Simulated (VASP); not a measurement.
Write the native input for VASP 6.6.1 that does the following.

| Item | Value |
| --- | --- |
| Task | single point |
| Functional | LDA |
| Potentials or basis | VASP PAW LDA potentials, release 64 (Al, Cu) |
| Cutoff | 520 eV |
| k mesh | 10 × 10 × 10 |
| Occupations | gaussian, width 0.15 eV |
| Spin | no spin polarisation |
| Dipole correction | no |
| Further INCAR settings | ALGO = Fast; EDIFF = 1e-06; NBANDS = 18 |

The structure of Al3Cu lies in POSCAR:

```
Al3Cu
1.0
    3.7583150909      0.0000000000      0.0000000000
    0.0000000000      4.0412632705      0.0000000000
    0.0000000000      0.0000000000      3.7650611306
Al Cu
3 1
Direct
    0.0000000000      0.5000000000      0.5000000000
    0.5000000000      0.0000000000      0.5000000000
    0.5000000000      0.5000000000      0.0000000000
    0.0000000000      0.0000000000      0.0000000000
```

This cell differs from its parent crystal: strain +e along x and -e along y -0.0367, strain +e along z and -e/2 along x and y -0.0233.

The input as run:

INCAR

```
ALGO = Fast ; EDIFF = 1E-6
ENCUT = 520 ; GGA = CA
ISIF = 2 ; ISMEAR = 0
LASPH = True ; LCHARG = True
LELF = True ; LREAL = False
LVHAR = True ; LWAVE = False
NBANDS = 18 ; NELM = 100
PREC = Accurate ; SIGMA = 0.15
```

KPOINTS

```
k-points
0
Gamma
  10 10 10
```

Potentials or basis: VASP PAW LDA potentials, release 64 (Al, Cu).

Run with:

```console
$ cat potpaw_LDA.64/Al/POTCAR potpaw_LDA.64/Cu/POTCAR > POTCAR
$ mpirun -np 1 vasp_std > vasp.out
```

It gave:

The pressure is 1.1 GPa and the band gap on the k mesh is zero (bands 10 and 11 overlap by 3.65 eV).

Caveat: the cell differs from its parent crystal (strain +e along x and -e along y -0.0367, strain +e along z and -e/2 along x and y -0.0233); the stress differs along the axes, from -5 to 4 GPa.

Wall time 98 s on 1 thread of AMD EPYC 9R45 96-Core Processor (Zen 5), on a shared host, peak memory 0.27 GiB.
